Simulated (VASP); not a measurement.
Set up this calculation in VASP 6.6.1, as the native input.

* Task: single point
* Functional: RPBE
* Potentials or basis: VASP PAW PBE potentials, release 64 (Nb_sv)
* Cutoff: 520 eV
* k mesh: 22 × 22 × 22
* Occupations: fermi-dirac, width 0.1 eV
* Spin: no spin polarisation
* Dipole correction: no
* Further INCAR settings: ALGO = Normal; EDIFF = 1e-06; NBANDS = 12

The structure of Nb lies in POSCAR:

```
Nb
1.0
   -1.6862883839      1.6862883839      1.6862883839
    1.6862883839     -1.6862883839      1.6862883839
    1.6862883839      1.6862883839     -1.6862883839
Nb
1
Direct
    0.0000000000      0.0000000000      0.0000000000
```

This cell differs from its parent crystal: volume scaled by 1.04.

The input as run:

INCAR

```
SYSTEM = Nb
PREC = Accurate ; ENCUT = 520
EDIFF = 1E-6 ; ISMEAR = -1
SIGMA = 0.1 ; LREAL = .FALSE.
LASPH = .TRUE. ; NELM = 60
ALGO = Normal ; ISIF = 2
LWAVE = .FALSE. ; LCHARG = .FALSE.
GGA = RP ; NBANDS = 12
```

KPOINTS

```
Automatic mesh
0
G
  22 22 22
  0 0 0
```

Potentials or basis: VASP PAW PBE potentials, release 64 (Nb_sv).

Launch:

```bash
$ cat potpaw_PBE.64/Nb_sv/POTCAR > POTCAR
$ mpirun -np 1 vasp_std > vasp.out
```

Results of the run:

* Pressure: -6.0 GPa

Caveat: the PAW data sets were made with another functional, which shifts forces and pressure a little.

Run time: 97 s on 1 thread of Intel Xeon 8259CL (shared host), peak memory 0.2 GiB.
